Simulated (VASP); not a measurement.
CuO, 4 atoms in the cell. The structure is orthorhombic, space group Cccm (No. 66). Conventional cell: a = 4.141 Å, b = 4.479 Å, c = 5.156 Å, α = 90.00°, β = 90.00°, γ = 90.00°. Cu (site symmetry 2/m) has 4 O at 2.00 Å within 2.6 Å. Within 2.6 Å of O (site symmetry 222) lie 4 Cu at 2.00 Å and 2 O at 2.58 Å. 

| Item | Value |
| --- | --- |
| Program | VASP 6.6.1 |
| Task | single point |
| Functional | PBEsol |
| Potentials or basis | VASP PAW PBE potentials, release 64 (Cu_sv_GW, O) |
| Cutoff | 700 eV |
| k mesh | 7 × 7 × 5 |
| Occupations | fermi-dirac, width 0.05 eV |
| Spin | no spin polarisation |
| Dipole correction | no |
| Further INCAR settings | ALGO = Normal; EDIFF = 1e-06; NBANDS = 33 |

Potentials or basis: VASP PAW PBE potentials, release 64 (Cu_sv_GW, O).

Command:

```sh
$ cat potpaw_PBE.64/Cu_sv_GW/POTCAR potpaw_PBE.64/O/POTCAR > POTCAR
$ mpirun -np 1 vasp_std > vasp.out
```

Hardware: 1 thread of Intel(R) Xeon(R) 6975P-C (Granite Rapids), with other jobs on the host.

Q: How long does it take, and how much memory?

A: It took 100 s on 1 thread of Intel(R) Xeon(R) 6975P-C (Granite Rapids) (shared host), peak memory 0.25 GiB. Counts: scf iterations 14, k points 48.
